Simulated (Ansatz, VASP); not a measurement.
**AgSn2SeI3 in VASP and in Ansatz**

The input INCAR:

```
SYSTEM = AgSn2SeI3
PREC = Accurate
ENCUT = 520
EDIFF = 1E-6
ISMEAR = 0
SIGMA = 0.1
LREAL = .FALSE.
LASPH = .TRUE.
NELM = 60
ALGO = Normal
ISIF = 2
LWAVE = .FALSE.
LCHARG = .TRUE.
GGA = PE
LELF = .TRUE.
LVHAR = .TRUE.
NBANDS = 42
```

Contents of KPOINTS:

```
regular mesh
0
G
  4 2 2
  0 0 0
```

The input POSCAR:

```
AgSn2SeI3
1.0
    4.4714110795     -0.0135418155      0.0769449272
   -0.0771335793      7.5083258256     -0.0180902282
   -2.0920380067     -0.1017528294      8.0368451310
Ag Sn Se I
1 2 1 3
Direct
    0.8884299172      0.0580378093      0.0946506051
    0.3016878384      0.0679449290      0.6166377352
    0.4382682990      0.5233689869      0.8899844775
    0.7901279957      0.2411294621      0.8232227164
    0.9413254472      0.6886706031      0.1496477156
    0.4781453913      0.1947080472      0.3061383181
    0.6620151012      0.7261401721      0.6197184221
```

Input for Ansatz:

```yaml
crystal:
  lattice:
    - [4.4714110795, -0.0135418155, 0.0769449272]
    - [-0.0771335793, 7.5083258256, -0.0180902282]
    - [-2.0920380067, -0.1017528294, 8.036845131]
  atoms:
    - { symbol: Ag, position: [0.8884299172, 0.0580378093, 0.0946506051] }
    - { symbol: Sn, position: [0.3016878384, 0.067944929, 0.6166377352] }
    - { symbol: Sn, position: [0.438268299, 0.5233689869, 0.8899844775] }
    - { symbol: Se, position: [0.7901279957, 0.2411294621, 0.8232227164] }
    - { symbol: I, position: [0.9413254472, 0.6886706031, 0.1496477156] }
    - { symbol: I, position: [0.4781453913, 0.1947080472, 0.3061383181] }
    - { symbol: I, position: [0.6620151012, 0.7261401721, 0.6197184221] }
basis:
  ecutwfc: 420
kpoints:
  mp_grid: { grid: [4, 2, 2] }
hamiltonian:
  xc: pbe
scf:
  occupations: { method: gaussian, width: 0.1 }
  lower_state_search: "off"
output:
  forces: true
  stress: true
  eigenvalues: true
```

Alike in both runs: task single point; functional PBE; k mesh 4 × 2 × 2; occupations gaussian, width 0.1 eV; no spin polarisation.

|  | VASP | Ansatz |
| --- | --- | --- |
| version | VASP 6.6.1 | Ansatz 0.2.0 |
| potentials or method | VASP PAW PBE potentials, release 64 (Ag, Sn_d, Se, I), cutoff 520 eV | scalar-relativistic, plane waves, PAW |
| valence electrons in the cell | 66 | 114 |

```tsv
	VASP	Ansatz	Ansatz less VASP
gap on the k mesh at the Fermi level (eV)	1.69	1.70	+0.004
least direct gap on the mesh (eV)	1.77	1.77	+0.006
pressure (GPa)	0.0	0.0	0.00
rms of the force components (eV/Å)	0.010	0.008	-0.0019
```

Atom by atom the forces differ by 0.006 eV/Å (rms over components). VASP's potentials hold 66 valence electrons a cell and Ansatz's 114, so a difference there can come from the potentials and not from the codes.

Neither program's run includes spin-orbit coupling.
